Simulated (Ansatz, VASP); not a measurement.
AlPt in VASP and in Ansatz

```
Al Pt
1.0
     4.82868    0.00000    0.00000
     0.00000    4.82868    0.00000
     0.00000    0.00000    4.82868
Al Pt
4 4
Direct
  0.84439 0.84439 0.84439
  0.65561 0.15561 0.34439
  0.34439 0.65561 0.15561
  0.15561 0.34439 0.65561
  0.15482 0.15482 0.15482
  0.34518 0.84518 0.65482
  0.65482 0.34518 0.84518
  0.84518 0.65482 0.34518
```

Alike in both runs: functional r2SCAN; k mesh 8 × 8 × 8; occupations gaussian, width 0.1 eV; no spin polarisation.

Ansatz relaxed the structure, and its values are those at the end. VASP's run is a single point on that final structure, the one shown.

```csv
,VASP,Ansatz
version,VASP 6.6.1,Ansatz 0.2.0
potentials or method,"VASP PAW PBE potentials, release 64 (Al, Pt), cutoff 520 eV","scalar-relativistic, plane waves, PAW"
valence electrons in the cell,52,84
```

Ansatz gave:

| Item | Value |
| --- | --- |
| gap on the k mesh at the Fermi level (eV) | none |
| pressure (GPa) | 6.7 |
| rms of the force components (eV/Å) | 0.003 |

**Question.** Estimate VASP's values.

**Answer.** gap on the k mesh at the Fermi level (eV): none; pressure (GPa): 6.6; rms of the force components (eV/Å): 0.006.

VASP's potentials were made for PBE, not for r2SCAN. A gap of «none» marks a metal or a gap that the smearing closes. VASP's potentials hold 52 valence electrons a cell and Ansatz's 84, so a difference there can come from the potentials and not from the codes. Ansatz's warnings: stress scf threshold loose.

Spin-orbit coupling is off throughout.
